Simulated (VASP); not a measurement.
# BN (P6_3/mmc) in VASP: notebook

The runs below take BN through single point, with PBEsol.

Everything below comes from runs of VASP 6.6.1. Logs are shortened: lines on timing, memory, paths and dates and some standing lists are left out, and cuts for length are marked.

**1. The cell of the first run**

It takes space group P6_3/mmc (No. 194, hexagonal). Conventional cell: a = 2.504 Å, b = 2.504 Å, c = 7.034 Å, α = 90.00°, β = 90.00°, γ = 120.00°. B (site symmetry -6m2) has 3 N at 1.45 Å within 1.9 Å. N (site symmetry -6m2) has 3 B at 1.45 Å within 1.9 Å.

**2. Single point, PBEsol**

INCAR

```
SYSTEM = BN
PREC     = Accurate       ! precision mode
ENCUT    = 520            ! plane-wave cutoff, eV
EDIFF    = 1E-6           ! SCF threshold, eV
ISMEAR   = 0              ! smearing method
SIGMA    = 0.05           ! smearing width, eV
LREAL    = .FALSE.        ! projectors in reciprocal space
LASPH    = .TRUE.         ! aspherical terms in the spheres
NELM     = 80             ! most SCF steps
ALGO     = Normal         ! electronic algorithm
ISIF     = 2              ! what is computed and relaxed
LWAVE    = .FALSE.        ! write WAVECAR
LCHARG   = .FALSE.        ! write CHGCAR
GGA      = PS             ! functional
NBANDS   = 16             ! bands
```

KPOINTS

```
regular mesh
0
G
  12 12 4
  0 0 0
```

POSCAR

```
BN
1.0
    2.5037762085      0.0000000000      0.0000000000
   -1.2518881043      2.1683338019      0.0000000000
    0.0000000000      0.0000000000      7.0340971178
B N
2 2
Direct
    0.3333333333      0.6666666667      0.2500000000
    0.6666666667      0.3333333333      0.7500000000
    0.3333333333      0.6666666667      0.7500000000
    0.6666666667      0.3333333333      0.2500000000
```

Potentials or basis: VASP PAW PBE potentials, release 64 (B, N).

Launch:

```bash
cat potpaw_PBE.64/B/POTCAR potpaw_PBE.64/N/POTCAR > POTCAR
mpirun -np 1 vasp_std > vasp.out
```

OUTCAR:

```text
SYSTEM = BN
   PREC = Accurate
   ENCUT = 520
   EDIFF = 1E-6
   ISMEAR = 0
   LREAL = .FALSE.
   LASPH = .TRUE.
   NELM = 80
   ISIF = 2
   GGA = PS

 ion  position               nearest neighbor table
   1  0.333  0.667  0.250-   4 1.45   4 1.45   4 1.45
   2  0.667  0.333  0.750-   3 1.45   3 1.45   3 1.45
   3  0.333  0.667  0.750-   2 1.45   2 1.45   2 1.45
   4  0.667  0.333  0.250-   1 1.45   1 1.45   1 1.45

  LATTYP: Found a hexagonal cell.
 ALAT       =     2.5037762085
 C/A-ratio  =     2.8093953022

  Lattice vectors:

 A1 = (   2.5037762085,   0.0000000000,   0.0000000000)
 A2 = (  -1.2518881043,   2.1683338019,   0.0000000000)
 A3 = (   0.0000000000,   0.0000000000,   7.0340971178)

Analysis of symmetry for initial positions (statically):
=====================================================================
 Subroutine PRICEL returns:
 Original cell was already a primitive cell.

 Routine SETGRP: Setting up the symmetry group for a
 hexagonal supercell.

 Subroutine GETGRP returns: Found 24 space group operations
 (whereof 12 operations were pure point group operations)
 out of a pool of 24 trial point group operations.

The static configuration has the point symmetry D_3d.
 The point group associated with its full space group is D_6h.

Analysis of symmetry for dynamics (positions and initial velocities):
=====================================================================
 Subroutine PRICEL returns:
 Original cell was already a primitive cell.

 Routine SETGRP: Setting up the symmetry group for a
 hexagonal supercell.

 Subroutine GETGRP returns: Found 24 space group operations
 (whereof 12 operations were pure point group operations)
 out of a pool of 24 trial point group operations.

The dynamic configuration has the point symmetry D_3d.
 The point group associated with its full space group is D_6h.

 Subroutine INISYM returns: Found 24 space group operations
 (whereof 12 operations are pure point group operations),
 and found     1 'primitive' translations

----------------------------------------------------------------------------------------

                                     Primitive cell

  volume of cell :      38.1883

  direct lattice vectors                    reciprocal lattice vectors
     2.503776209  0.000000000  0.000000000     0.399396718  0.230591803  0.000000000
    -1.251888104  2.168333802  0.000000000     0.000000000  0.461183605  0.000000000
     0.000000000  0.000000000  7.034097118     0.000000000  0.000000000  0.142164656

  length of vectors
     2.503776209  2.503776208  7.034097118     0.461183605  0.461183605  0.142164656

  position of ions in fractional coordinates (direct lattice)
     0.333333333  0.666666667  0.250000000
     0.666666667  0.333333333  0.750000000
     0.333333333  0.666666667  0.750000000
     0.666666667  0.333333333  0.250000000

  ion indices of the primitive-cell ions
   primitive index   ion index
                 1           1
                 2           2
                 3           3
                 4           4

----------------------------------------------------------------------------------------

 KPOINTS: regular mesh

Automatic generation of k-mesh.
 Grid dimensions read from file:
 generate k-points for:   12   12    4

 Generating k-lattice:

  Cartesian coordinates                     Fractional coordinates (reciprocal lattice)
     0.033283060  0.019215984  0.000000000     0.083333333  0.000000000  0.000000000
     0.000000000  0.038431967  0.000000000     0.000000000  0.083333333  0.000000000
     0.000000000  0.000000000  0.035541164     0.000000000  0.000000000  0.250000000

  Length of vectors
     0.038431967  0.038431967  0.035541164

  Shift w.r.t. Gamma in fractional coordinates (k-lattice)
     0.000000000  0.000000000  0.000000000

 Subroutine IBZKPT returns following result:
 ===========================================

 Found     57 irreducible k-points:

 Following reciprocal coordinates:
            Coordinates               Weight
  0.000000  0.000000  0.000000      1.000000
  0.083333 -0.000000  0.000000      6.000000
  0.166667 -0.000000  0.000000      6.000000
  0.250000 -0.000000  0.000000      6.000000
  0.333333 -0.000000  0.000000      6.000000
  0.416667  0.000000  0.000000      6.000000
[... 16 lines left out ...]
  0.250000 -0.000000  0.250000     12.000000
  0.333333 -0.000000  0.250000     12.000000
 [... further k-points ...]
   k-points           NKPTS =     57   k-points in BZ     NKDIM =     57   number of bands    NBANDS=     16
   number of dos      NEDOS =    301   number of ions     NIONS =      4
   total plane-waves  NPLWV =  21600
   dimension x,y,z NGX =    20 NGY =   20 NGZ =   54
   dimension x,y,z NGXF=    40 NGYF=   40 NGZF=  108
   ions per type =               2   2
   NGX,Y,Z   is equivalent  to a cutoff of  13.28, 13.28, 12.76 a.u.
   NGXF,Y,Z  is equivalent  to a cutoff of  26.56, 26.56, 25.53 a.u.
 SYSTEM =  BN
   PREC   = accura    normal or accurate (medium, high low for compatibility)
   ISTART =      0    job   : 0-new  1-cont  2-samecut
   ICHARG =      2    charge: 1-file 2-atom 10-const
   ISPIN  =      1    spin polarized calculation?
   LNONCOLLINEAR =      F non collinear calculations
   LSORBIT =      F    spin-orbit coupling
   LASPH  =      T    aspherical Exc in radial PAW
   ENCUT  =  520.0 eV  38.22 Ry    6.18 a.u.   4.66  4.66 13.08*2*pi/ulx,y,z
   NELM   =     80;   NELMIN=  2; NELMDL= -5     # of ELM steps
   EDIFF  = 0.1E-05   stopping-criterion for ELM
   LREAL  =      F    real-space projection
   EDIFFG = 0.1E-04   stopping-criterion for IOM
   NSW    =      0    number of steps for IOM
   IBRION =     -1    ionic relax: 0-MD 1-quasi-New 2-CG
   NFREE  =      0    steps in history (QN), initial steepest desc. (CG)
   ISIF   =      2    stress and relaxation
   ISYM   =      2    0-nonsym 1-usesym 2-fastsym
   POTIM  = 0.5000    time-step for ionic-motion
   TEBEG  =    0.0;   TEEND  =   0.0 temperature during run
   PSTRESS=    0.0 pullay stress
   NELECT =      16.0000    total number of electrons
   NUPDOWN=      -1.0000    fix difference up-down
   EMIN   =  10.00;   EMAX   =-10.00  energy-range for DOS
   EFERMI =   0.00;   METHOD = LEGACY
   ISMEAR =     0;   SIGMA  =   0.05  broadening in eV -4-tet -1-fermi 0-gaus
   EFERMI_NEDOS =   21; number of points for ismear=-14 and -15
   IALGO  =     38    algorithm
   IMIX   =      4    mixing-type and parameters
     AMIX     =   0.40;   BMIX     =  1.00
     AMIX_MAG =   1.60;   BMIX_MAG =  1.00
  volume/ion in A,a.u.               =       9.55        64.43
  Fermi-wavevector in a.u.,A,eV,Ry     =   1.225006  2.314925 20.417437  1.500639
  Thomas-Fermi vector in A             =   2.360060
   LORBIT       =      0    0 simple, 1 ext, 2 COOP (PROOUT), +10 PAW based schemes
   GGA     = PS    functional components
   LHFCALC =     F    Hartree Fock is set to
   AEXX    =    0.0000 exact exchange contribution
   IVDW    =     0    specifies the selected vdW correction
   LEPSILON=     F    determine dielectric tensor
   LRPA    =     F    only Hartree local field effects (RPA)
 non-spin polarized calculation
 Gauss-broadening in eV      SIGMA  =   0.05
  energy-cutoff  :      520.00
  volume of cell :       38.19
 maximum number of plane-waves:      1058
 NGX is ok and might be reduce to    20
   NGX =  9   NGY =  9   NGZ = 27

 number of electron      15.9999998 magnetization

 Free energy of the ion-electron system (eV)
  ---------------------------------------------------
  ext. energy  EPLUGINS =         0.00000000
  ---------------------------------------------------
  free energy    TOTEN  =       -36.57077728 eV

  energy without entropy =      -36.57077728  energy(sigma->0) =      -36.57077728

 E-fermi :   2.0522     XC(G=0):  -9.9134

 val. band max:        1.7446219852   @ k =   0.3333   0.3333   0.5000
 cond. band min:       6.0075454649   @ k =   0.5000  -0.0000   0.0000
 fundamental gap:      4.2629234797
 Fermi energy:         2.0521795164

 k-point     1 :       0.0000    0.0000    0.0000
  band No.  band energies     occupation
      1     -15.9684      2.00000
      2     -15.7754      2.00000
      3      -4.3127      2.00000
      4      -2.6795      2.00000
      5       0.4369      2.00000
      6       0.4369      2.00000
[... 8 lines left out ...]
     15      13.5951      0.00000
     16      14.6646      0.00000

 k-point     2 :       0.0833   -0.0000    0.0000
  band No.  band energies     occupation
      1     -15.8326      2.00000
      2     -15.6429      2.00000
      3      -4.1260      2.00000
      4      -2.5084      2.00000
      5      -0.1219      2.00000
      6      -0.1074      2.00000
[... 8 lines left out ...]
     15      14.1118      0.00000
     16      14.1836      0.00000

 k-point     3 :       0.1667   -0.0000    0.0000
  band No.  band energies     occupation
      1     -15.4323      2.00000
      2     -15.2523      2.00000
      3      -3.5730      2.00000
      4      -2.0047      2.00000
      5      -1.5396      2.00000
      6      -1.5221      2.00000
[... 8 lines left out ...]
     15      15.4812      0.00000
     16      15.5561      0.00000

 k-point     4 :       0.2500   -0.0000    0.0000
  band No.  band energies     occupation
      1     -14.7938      2.00000
      2     -14.6307      2.00000
      3      -3.3407      2.00000
      4      -3.3091      2.00000
      5      -2.6788      2.00000
      6      -1.2036      2.00000
[... 8 lines left out ...]
     15      16.4979      0.00000
     16      17.7581      0.00000
[... 324 lines left out ...]
 k-point    22 :       0.1667   -0.0000    0.2500
  band No.  band energies     occupation
      1     -15.4068      2.00000
      2     -15.2796      2.00000
      3      -3.3796      2.00000
      4      -2.2876      2.00000
      5      -1.5326      2.00000
      6      -1.5144      2.00000
[... 8 lines left out ...]
     15      15.4920      0.00000
     16      15.5448      0.00000

 k-point    23 :       0.2500   -0.0000    0.2500
  band No.  band energies     occupation
      1     -14.7706      2.00000
      2     -14.6553      2.00000
      3      -3.3434      2.00000
      4      -3.3180      2.00000
      5      -2.4836      2.00000
      6      -1.4520      2.00000
[... 8 lines left out ...]
     15      17.7414      0.00000
     16      17.7689      0.00000

 k-point    24 :       0.3333   -0.0000    0.2500
  band No.  band energies     occupation
      1     -13.9643      2.00000
      2     -13.8679      2.00000
      3      -5.1323      2.00000
      4      -5.0992      2.00000
      5      -1.8244      2.00000
      6      -1.7992      2.00000
[... 8 lines left out ...]
     15      18.1264      0.00000
     16      20.1871      0.00000

 [... further k-points ...]
[... 5 lines left out ...]
  --------------------------------------------------------------------------------------
  -------------------------------------------------------------------------------------
  Total        0.1715626      0.1715626     -0.0296352     -0.0000000      0.0000000      0.0000000
  in kB        7.1978581      7.1978581     -1.2433347     -0.0000000      0.0000000      0.0000000
  external PRESSURE =       4.3841271 kB  Pullay stress =       0.0000000 kB

 VOLUME and BASIS-vectors are now :
 -----------------------------------------------------------------------------
  energy-cutoff  :      520.00
  volume of cell :       38.19
      direct lattice vectors                 reciprocal lattice vectors
     2.503776209  0.000000000  0.000000000     0.399396718  0.230591803  0.000000000
    -1.251888104  2.168333802  0.000000000     0.000000000  0.461183605  0.000000000
     0.000000000  0.000000000  7.034097118     0.000000000  0.000000000  0.142164656

 POSITION                                       TOTAL-FORCE (eV/Angst)
 -----------------------------------------------------------------------------------
     -0.00000      1.44556      1.75852         0.000000      0.000000      0.000000
      1.25189      0.72278      5.27557        -0.000000     -0.000000      0.000000
     -0.00000      1.44556      5.27557        -0.000000     -0.000000      0.000000
      1.25189      0.72278      1.75852         0.000000      0.000000      0.000000
 -----------------------------------------------------------------------------------
    total drift:                                0.000000     -0.000000      0.000000

  FREE ENERGIE OF THE ION-ELECTRON SYSTEM (eV)
  ---------------------------------------------------
  free  energy   TOTEN  =       -36.5707772848 eV

  energy  without entropy=      -36.5707772848  energy(sigma->0) =      -36.57077728
```

Run time: 21 s. Hardware: 1 thread of Intel Xeon Platinum 8375C at 2.90GHz (Ice Lake), shared host; peak memory 0.16 GiB.

What came out:

| Property | Result |
| --- | --- |
| Free energy | -36.5708 eV |
| Pressure | 0.4 GPa |
| Band gap on the k mesh | 4.26 eV, indirect (least direct gap 4.60 eV) |

Stress tensor (GPa, compression positive):
```
 0.72  0.00  0.00
 0.00  0.72  0.00
 0.00  0.00 -0.12
```

Caveat: the PAW data sets were made with another functional, which shifts forces and pressure a little; this functional lacks dispersion, which binds the layers, so the pressure and a relaxed spacing across them are unreliable.

**3. Single point, PBEsol**

INCAR

```
PREC     = Accurate       # precision mode
ENCUT    = 520            # plane-wave cutoff, eV
EDIFF    = 1E-6           # SCF threshold, eV
ISMEAR   = 0              # smearing method
SIGMA    = 0.05           # smearing width, eV
LREAL    = False          # projectors in reciprocal space
LASPH    = True           # aspherical terms in the spheres
NELM     = 100            # most SCF steps
ALGO     = Normal         # electronic algorithm
ISIF     = 2              # what is computed and relaxed
LWAVE    = False          # write WAVECAR
LCHARG   = False          # write CHGCAR
GGA      = PS             # functional
NBANDS   = 16             # bands
```

KPOINTS

```
Automatic mesh
0
Gamma
  12 12 4
```

POSCAR is that of step 2.

Potentials or basis: VASP PAW PBE potentials, release 64 (B, N).

Launch:

```bash
cat potpaw_PBE.64/B/POTCAR potpaw_PBE.64/N/POTCAR > POTCAR
mpirun -np 1 vasp_std > vasp.out
```

Run time: 22 s. Hardware: 1 thread of Intel Xeon Platinum 8375C at 2.90GHz (Ice Lake), shared host; peak memory 0.16 GiB.

The run converged. Its results:

* Free energy: -36.5708 eV
* Pressure: 0.4 GPa
* Band gap on the k mesh: 4.26 eV, indirect (least direct gap 4.60 eV)

Stress tensor (GPa, compression positive):
```
 0.72  0.00  0.00
 0.00  0.72  0.00
 0.00  0.00 -0.12
```

Levels at points of the mesh, in eV from the valence-band top:
```csv
k point,band 5,band 6,band 7,band 8,band 9,band 10,band 11,band 12
"(0.00, 0.00, 0.00)",-1.31,-1.31,-1.29,-1.29,4.75,9.49,11.53,11.53
"(0.50, 0.00, 0.00)",-4.13,-4.09,-1.31,-0.56,4.26,5.36,9.42,9.92
"(0.00, 0.00, 0.50)",-1.30,-1.30,-1.30,-1.30,6.84,6.84,11.56,11.56
"(0.50, 0.00, 0.50)",-4.11,-4.11,-0.92,-0.92,4.67,4.67,9.81,9.81
```

Caveat: the PAW data sets were made with another functional, which shifts forces and pressure a little; this functional lacks dispersion, which binds the layers, so the pressure and a relaxed spacing across them are unreliable.
